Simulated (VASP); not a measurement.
A run of VASP 6.6.1 is set up as follows.

File INCAR:

```
SYSTEM = NbRu3C
PREC = Accurate
ENCUT = 520
EDIFF = 1E-6
ISMEAR = -1
SIGMA = 0.05
LREAL = .FALSE.
LASPH = .TRUE.
NELM = 100
ALGO = Normal
ISIF = 2
LWAVE = .FALSE.
LCHARG = .TRUE.
GGA = PS
LELF = .TRUE.
LVHAR = .TRUE.
NBANDS = 38
```

The input KPOINTS:

```
Automatic mesh
0
G
  7 7 7
  0 0 0
```

The input POSCAR:

```
NbRu3C
1.0
    3.9332797951      0.0000000000      0.0000000000
    0.0000000000      3.9332797951      0.0000000000
    0.0000000000      0.0000000000      3.9332797951
Ru Nb C
3 1 1
Direct
    0.5000000000      0.5000000000      0.0000000000
    0.5000000000      0.0000000000      0.5000000000
    0.0000000000      0.5000000000      0.5000000000
    0.0000000000      0.0000000000      0.0000000000
    0.5000000000      0.5000000000      0.5000000000
```

Potentials or basis: VASP PAW PBE potentials, release 64 (Ru_pv, Nb_sv, C).

Run with:

```sh
$ cat potpaw_PBE.64/Ru_pv/POTCAR potpaw_PBE.64/Nb_sv/POTCAR potpaw_PBE.64/C/POTCAR > POTCAR
$ mpirun -np 1 vasp_std > vasp.out
```

Task: Predict the pressure.

Result: 20.0 GPa.

Caveat: the PAW data sets were made with another functional, which shifts forces and pressure a little.
